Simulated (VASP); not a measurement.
A run of VASP 6.6.1 is set up as follows.

The input INCAR:

```
SYSTEM = Si
ALGO = Normal
EDIFF = 1E-6
ENCUT = 520
ISIF = 2
ISMEAR = 0
LASPH = .True.
LCHARG = .True.
LELF = .True.
LREAL = .False.
LVHAR = .True.
LWAVE = .False.
NBANDS = 16
NELM = 60
PREC = Accurate
SIGMA = 0.03
```

File KPOINTS:

```
k-points
0
Gamma
  12 12 6
  0 0 0
```

The input POSCAR:

```
Si
1.0
    3.9845701589      0.0000000000      0.0000000000
   -1.9922850795      3.1852975207      0.0000000000
    0.0000000000      0.0000000000      6.3326220002
Si
4
Direct
    0.3333333333      0.6666666667      0.0630095000
    0.6666666667      0.3333333333      0.5630095000
    0.3333333333      0.6666666667      0.4369905000
    0.6666666667      0.3333333333      0.9369905000
```

Potentials or basis: VASP PAW LDA potentials, release 64 (Si).

Launch:

```sh
$ cat potpaw_LDA.64/Si/POTCAR > POTCAR
$ mpirun -np 1 vasp_std > vasp.out
```

Problem. Estimate the largest force.

Solution. 0.721 eV/Å.

Problem. Predict the band gap on the k mesh.

Solution. Zero (bands 8 and 9 overlap by 0.29 eV).

Problem. What does it give for the pressure?

Solution. -1.5 GPa.

Forces on the atoms (eV/Å):
```
Si   0.000 -0.719  0.050
Si   0.000  0.719  0.050
Si   0.000 -0.719 -0.050
Si   0.000  0.719 -0.050
```

Caveat: the cell differs from its parent crystal (strain +0.0400 x Voigt [1, -1, 0, 0, 0, 0]); semilocal functionals underestimate gaps, so a narrow gap can read as zero.
